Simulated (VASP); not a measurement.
Write the native input for VASP 6.6.1 that does the following.

* Task: single point
* Functional: PBE
* Potentials or basis: VASP PAW PBE potentials, release 64 (Cd)
* Cutoff: 520 eV
* k mesh: 18 × 18 × 18
* Occupations: gaussian, width 0.15 eV
* Spin: no spin polarisation
* Dipole correction: no
* Further INCAR settings: ALGO = Normal; EDIFF = 1e-07; NBANDS = 12

The structure of Cd lies in POSCAR:

```
Cd
1.0
   -0.0221814975      2.2181497500      2.2181497500
    2.1959682525      0.0000000000      2.1959682525
    2.2181497500      2.2181497500     -0.0221814975
Cd
1
Direct
    0.0000000000      0.0000000000      0.0000000000
```

This cell differs from its parent crystal: strain -0.0200 x Voigt [0, 0, 0, 0, 1, 0].

The input as run:

INCAR

```
ALGO = Normal
EDIFF = 1E-7
ENCUT = 520
GGA = PE
ISIF = 2
ISMEAR = 0
LASPH = True
LCHARG = False
LREAL = False
LWAVE = False
NBANDS = 12
NELM = 100
PREC = Accurate
SIGMA = 0.15
```

KPOINTS

```
k-points
0
Gamma
  18 18 18
```

Potentials or basis: VASP PAW PBE potentials, release 64 (Cd).

Run with:

```sh
$ cat potpaw_PBE.64/Cd/POTCAR > POTCAR
$ mpirun -np 1 vasp_std > vasp.out
```

Results of the run:

| Quantity | Value |
| --- | --- |
| Pressure | 2.5 GPa |
| Band gap on the k mesh | zero (band 6 reaches 4.38 eV, above the bottom of band 7 at 1.39 eV) |

Caveat: the cell differs from its parent crystal (strain -0.0200 x Voigt [0, 0, 0, 0, 1, 0]).

It took 67 s on 1 thread of Intel(R) Xeon(R) Platinum 8488C (Sapphire Rapids) (shared host), peak memory 0.32 GiB.
